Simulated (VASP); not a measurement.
Here is a VASP 6.6.1 calculation.

INCAR

```
PREC = Accurate
ENCUT = 520
EDIFF = 1E-6
ISMEAR = 0
SIGMA = 0.05
LREAL = False
LASPH = True
NELM = 60
ALGO = Normal
ISIF = 2
LWAVE = False
LCHARG = True
GGA = PE
LELF = True
LVHAR = True
NBANDS = 15
```

Contents of KPOINTS:

```
regular mesh
0
Gamma
  6 6 6
```

The input POSCAR:

```
KCl
1.0
    0.0000000000      3.0929780000      3.1561000000
    3.1561000000      0.0000000000      3.1561000000
    3.1561000000      3.0929780000      0.0000000000
K Cl
1 1
Direct
    0.0000000000      0.0000000000      0.0000000000
    0.5000000000      0.5000000000      0.5000000000
```

Potentials or basis: VASP PAW PBE potentials, release 64 (K_sv, Cl).

Launch:

```bash
$ cat potpaw_PBE.64/K_sv/POTCAR potpaw_PBE.64/Cl/POTCAR > POTCAR
$ mpirun -np 1 vasp_std > vasp.out
```

(1) Estimate the band gap on the k mesh.

(2) Estimate the pressure.

Results:

(1) 5.21 eV.

(2) 1.0 GPa.

Caveat: the cell differs from its parent crystal (strain -0.0200 x Voigt [0, 1, 0, 0, 0, 0]).
